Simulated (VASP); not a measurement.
Runs of VASP 6.6.1 on Ge. The structure is that of space group Ia-3 (No. 206), or close to it. The cells are those of the table. 

| cell | gap on the mesh (eV) | pressure (GPa) | largest force (eV/Å) |
| --- | --- | --- | --- |
| a = 5.980 Å, angles 109.1, 109.1, 110.3°, 8 atoms | none | 1.0 | 0.10 |
| a = 5.919 Å, angles 109.5°, 8 atoms | none | 3.4 | 0.15 |
| a = 6.070 Å, angles 109.1, 109.1, 110.3°, 8 atoms | none | -2.0 | 0.11 |
| a = 5.890 Å, angles 109.1, 109.1, 110.3°, 8 atoms | none | 4.9 | 0.23 |
| a = 5.829 Å, angles 109.5°, 8 atoms | none | 7.9 | 0.33 |
| a = 6.100 Å, angles 109.5°, 8 atoms | none | (a) | 0.12 |
| a = 5.950 Å, angles 109.9, 109.9, 108.7°, 8 atoms | none | 2.2 | 0.13 |
| a = 6.040 Å, angles 109.9, 109.9, 108.7°, 8 atoms | none | (b) | 0.08 |
| a = 5.860 Å, angles 109.9, 109.9, 108.6°, 8 atoms | none | 6.3 | 0.29 |

Alike in all rows: task single point; level PBEsol; potentials or basis VASP PAW PBE potentials, release 64 (Ge_d); no spin polarisation; k mesh 8 × 8 × 8; cutoff (eV) 520; smearing gaussian 0.15 eV.

Fill in the values left out.

(a) -2.9; (b) -1.1.

Caveats: the PAW data sets were made with another functional, which shifts forces and pressure a little; semilocal functionals underestimate gaps, so a narrow gap can read as zero (at least some runs); the cell stands under pressure (at least some runs).

A k mesh can miss the band edges, and the runs leave out spin-orbit coupling on Ge.

A gap of «none» marks levels without a gap at the run's occupations.
